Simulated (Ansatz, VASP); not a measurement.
## Two plane-wave programs on O

```
CELL_PARAMETERS angstrom
2.85140 -1.66242 0.00000
2.85140 1.66242 0.00000
-2.39449 0.00000 3.64705
ATOMIC_POSITIONS crystal
O 0.97455 0.97455 0.84443
O 0.02545 0.02545 0.15557
```

Alike in both runs: task single point; functional LDA; k mesh 10 × 10 × 7; occupations fermi-dirac, width 0.05 eV; no spin polarisation.

```csv
,VASP,Ansatz
version,VASP 6.6.1,Ansatz 0.2.0
potentials or method,"VASP PAW LDA potentials, release 64 (O)",Ansatz PAW
plane-wave cutoff (eV),520,420
valence electrons in the cell,12,12
```

Ansatz gave:

| Property | Result |
| --- | --- |
| gap on the k mesh at the Fermi level (eV) | none |
| pressure (GPa) | -6.6 |
| traceless stress, the component that is largest in VASP (GPa) | 3.46 |
| rms of the force components (eV/Å) | 0.874 |

What did VASP give for the same quantities?

gap on the k mesh at the Fermi level (eV): none; pressure (GPa): -4.1; traceless stress, the component that is largest in VASP (GPa): 1.83; rms of the force components (eV/Å): 0.087.

LDA's correlation is that of Perdew and Zunger in VASP and of Perdew and Wang (1992) in Ansatz. Atom by atom the forces differ by 0.852 eV/Å (rms over components). A gap of «none» marks a metal or a gap that the smearing closes. One of these differences is far larger than is usual between the two programs; its cause wasn't traced.

Noted on VASP's run: the standard files for N, O and F lose accuracy on very short bonds; spin is off for a triplet molecule. Noted on Ansatz's run: Pulay correction over one GPa; spin is off for a triplet molecule.
